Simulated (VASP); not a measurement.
Set up this calculation in VASP 6.6.1, as the native input.

* Task: single point
* Functional: PBE
* Potentials or basis: VASP PAW PBE potentials, release 64 (Ni, H)
* Cutoff: 520 eV
* k mesh: 6 × 6 × 6
* Occupations: gaussian, width 0.1 eV
* Spin: collinear spin, ferromagnetic start
* Starting moments: [2.0, 0.0, 0.0, 0.0] μB
* Dipole correction: no
* Further INCAR settings: ALGO = Normal; EDIFF = 1e-06; NBANDS = 18

The structure of NiH3 lies in POSCAR:

```
NiH3
1.0
    2.9688842105      0.0000000000      0.0000000000
    0.0000000000      2.9688842105      0.0000000000
    0.0000000000      0.0000000000      2.9688842105
Ni H
1 3
Direct
    0.0000000000      0.0000000000      0.0000000000
    0.0000000000      0.5000000000      0.5000000000
    0.5000000000      0.0000000000      0.5000000000
    0.5000000000      0.5000000000      0.0000000000
```

These files were run (other wordings do the same):

INCAR

```
PREC = Accurate
ENCUT = 520
EDIFF = 1E-6
ISMEAR = 0
SIGMA = 0.1
LREAL = False
LASPH = True
NELM = 150
ALGO = Normal
ISIF = 2
LWAVE = False
LCHARG = False
ISPIN = 2
MAGMOM = 2 0 0 0
LORBIT = 11
LMAXMIX = 4
GGA = PE
NBANDS = 18
```

KPOINTS

```
Automatic mesh
0
Gamma
  6 6 6
```

Potentials or basis: VASP PAW PBE potentials, release 64 (Ni, H).

Launch:

```sh
$ cat potpaw_PBE.64/Ni/POTCAR potpaw_PBE.64/H/POTCAR > POTCAR
$ mpirun -np 1 vasp_std > vasp.out
```

Results of the run:

```json
{
  "Pressure": "-29.6 GPa",
  "Net moment": "0.25 μB per cell",
  "Site moments": "Ni +0.21; H +0.01 μB",
  "Valence electrons inside the program's atomic spheres": "Ni 8.97; H 0.42"
}
```

Wall time 24 s on 1 thread of Intel(R) Xeon(R) Platinum 8259CL CPU @ 2.50GHz (Skylake/Cascade Lake), with other jobs on the host, peak memory 0.15 GiB.
